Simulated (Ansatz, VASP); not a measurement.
## Si2Mo: VASP beside Ansatz

```xyz
9
Lattice="4.5744 0.0000 0.0000 -2.2872 3.9616 0.0000 0.0000 0.0000 6.5666" Properties=species:S:1:pos:R:3 pbc="T T T"
Si   -1.1608    3.3112    4.9721
Si    1.1265    0.6504    0.5944
Si    2.2872    2.6609    2.7833
Si    3.4480    0.6504    4.9721
Si    1.1608    3.3112    0.5944
Si    0.0000    1.3007    2.7833
Mo    2.2872    0.0000    3.2833
Mo   -1.1436    1.9808    1.0944
Mo    1.1436    1.9808    5.4721
```

Change from the starting cell: all Si atoms moved -0.500 Å, as atom 1 along Cartesian [0 0 1].

Alike in both runs: task single point; functional PBEsol; k mesh 12 × 12 × 6; occupations gaussian, width 0.15 eV; no spin polarisation.

```csv
,VASP,Ansatz
version,VASP 6.6.1,Ansatz 0.2.0
potentials or method,"VASP PAW PBE potentials, release 64 (Si, Mo_sv), cutoff 520 eV","scalar-relativistic, plane waves, PAW"
valence electrons in the cell,66,66
```

VASP gave:

```
gap on the k mesh at the Fermi level (eV)                     : 0.31
least direct gap on the mesh (eV)                             : 0.57
pressure (GPa)                                                : 22.3
traceless stress, the component that is largest in VASP (GPa) : 24.08
rms of the force components (eV/Å)                            : 3.925
```

Question: Which values does Ansatz return?

Answer: gap on the k mesh at the Fermi level (eV): 0.31; least direct gap on the mesh (eV): 0.57; pressure (GPa): 21.8; traceless stress, the component that is largest in VASP (GPa): 23.84; rms of the force components (eV/Å): 3.885.

VASP's potentials were made for PBE, not for PBEsol. Atom by atom the forces differ by 0.040 eV/Å (rms over components).
